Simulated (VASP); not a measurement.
Runs of VASP 6.6.1 on AlP. The structure is that of space group F-43m (No. 216), or close to it. The cells are those of the table. 

```csv
level,cell,k mesh,cutoff (eV),smearing,gap on the mesh (eV),pressure (GPa)
PBE,"a = 3.758 Å, angles 60.0°, 2 atoms",8 × 8 × 8,500,fermi-dirac 0.02 eV,1.41,10.9
PBE,"a = 4.029 Å, angles 60.0°, 2 atoms",4 × 4 × 4,500,gaussian 0.01 eV,1.78,-6.6
PBE,"a = 3.835 Å, angles 60.0°, 2 atoms",8 × 8 × 8,500,fermi-dirac 0.02 eV,(c),(b)
PBE,"a = 3.719 Å, angles 60.0°, 2 atoms",8 × 8 × 8,500,fermi-dirac 0.02 eV,1.33,15.1
r2SCAN,"a = 3.719 Å, angles 60.0°, 2 atoms",8 × 8 × 8,550,gaussian 0.01 eV,1.68,(a)
```

Alike in all rows: task single point; potentials or basis VASP PAW PBE potentials, release 64 (Al, P); no spin polarisation.

Estimate the missing entries.

(a) 13.8; (b) 4.1; (c) 1.54.

Caveats: some runs use coarse meshes; the PAW data sets were made with another functional, which shifts forces and pressure a little (some runs).

A k mesh can miss the band edges.
